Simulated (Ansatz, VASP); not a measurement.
One calculation of Zn, two programs

INCAR

```
SYSTEM = Zn
PREC = Accurate
ENCUT = 520
EDIFF = 1E-6
ISMEAR = -1
SIGMA = 0.05
LREAL = .False.
LASPH = .True.
NELM = 100
ALGO = Normal
ISIF = 2
LWAVE = .False.
LCHARG = .False.
GGA = PE
NBANDS = 19
```

File KPOINTS:

```
Automatic mesh
0
Gamma
  7 7 3
  0 0 0
```

POSCAR

```
Zn
1.0
    2.6700000000      0.0000000000      0.0000000000
   -1.3350000000      2.3122878281      0.0000000000
    0.0000000000      0.0000000000      4.9660000000
Zn
2
Direct
    0.6666666667      0.3333333333      0.7500000000
    0.3333333333      0.6666666667      0.2500000000
```

The input input.yaml:

```yaml
crystal:
  lattice:
    - [2.67, 0.0, 0.0]
    - [-1.335, 2.3122878281, 0.0]
    - [0.0, 0.0, 4.966]
  atoms:
    - { symbol: Zn, position: [0.6666666667, 0.3333333333, 0.75] }
    - { symbol: Zn, position: [0.3333333333, 0.6666666667, 0.25] }
hamiltonian:
  xc: pbe
  pseudopotentials: { kind: paw }
kpoints:
  mp_grid: { grid: [7, 7, 3] }
  band_path:
    path:
      - [[0.0, 0.0, 0.0], [0.5, 0.0, 0.0], [0.3333333333, 0.3333333333, 0.0], [0.0, 0.0, 0.0], [0.0, 0.0, 0.5], [0.5, 0.0, 0.5], [0.3333333333, 0.3333333333, 0.5], [0.0, 0.0, 0.5]]
      - [[0.5, 0.0, 0.5], [0.5, 0.0, 0.0]]
      - [[0.3333333333, 0.3333333333, 0.0], [0.3333333333, 0.3333333333, 0.5]]
    npoints: 14
scf:
  occupations: { method: fermi_dirac, width: 0.05 }
  n_extra_bands: 6
output:
  forces: true
  stress: true
  eigenvalues: true
  fatbands: false
```

Alike in both runs: functional PBE; k mesh 7 × 7 × 3; occupations fermi-dirac, width 0.05 eV; no spin polarisation.

|  | VASP | Ansatz |
| --- | --- | --- |
| version | VASP 6.6.1 | Ansatz 0.2.0 |
| potentials or method | VASP PAW PBE potentials, release 64 (Zn) | Ansatz PAW |
| plane-wave cutoff (eV) | 520 | 420 |
| valence electrons in the cell | 24 | 24 |
| task | single point | band structure |

```csv
,VASP,Ansatz,Ansatz less VASP
gap on the k mesh at the Fermi level (eV),none,none,-
pressure (GPa),-0.6,-1.0,-0.31
"traceless stress, the component that is largest in VASP (GPa)",1.14,1.37,+0.233
```

A gap of «none» marks a metal or a gap that the smearing closes.

The k mesh is coarse, so the values compare programs but aren't converged.
